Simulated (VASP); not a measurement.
# ZnSe (NiAs type): single point with PBE

Crystal: ZnSe (NiAs type).

```xyz
4
Lattice="3.8191 0.0000 0.0000 -1.9096 3.3075 0.0000 0.0000 0.0000 6.1800" Properties=species:S:1:pos:R:3 pbc="T T T"
Zn    0.0000    0.0000    0.0000
Zn    0.0000    0.0000    3.0900
Se    0.0000    2.2050    1.5450
Se    1.9096    1.1025    4.6350
```

- Program: VASP 6.6.1
- Task: single point
- Functional: PBE
- Potentials or basis: VASP PAW PBE potentials, release 64 (Zn, Se)
- Cutoff: 520 eV
- k mesh: 10 × 10 × 6
- Occupations: fermi-dirac, width 0.08 eV
- Spin: no spin polarisation

The pressure is 0.2 GPa and the band gap on the k mesh is zero (band 18 reaches 3.05 eV, above the bottom of band 19 at 2.82 eV).

Levels at points of the mesh, in eV from the Fermi level:
```csv
k point,band 14,band 15,band 16,band 17,band 18,band 19,band 20,band 21,band 22,band 23
"(0.00, 0.00, 0.00)",-0.70,-0.70,-0.46,-0.27,-0.27,0.22,2.86,5.94,5.94,7.08
"(0.50, 0.00, 0.00)",-4.40,-3.62,-2.54,-2.38,-0.23,1.89,2.71,3.33,4.88,7.30
"(0.00, 0.00, 0.50)",-3.96,-0.45,-0.45,-0.45,-0.45,2.63,2.63,5.98,5.98,5.98
"(0.50, 0.00, 0.50)",-5.57,-1.67,-1.67,-1.58,-1.58,1.38,1.38,4.96,4.96,7.57
```

Wall time 57 s on 1 thread of AMD EPYC 9R45 96-Core Processor (Zen 5), with other jobs on the host, peak memory 0.22 GiB.
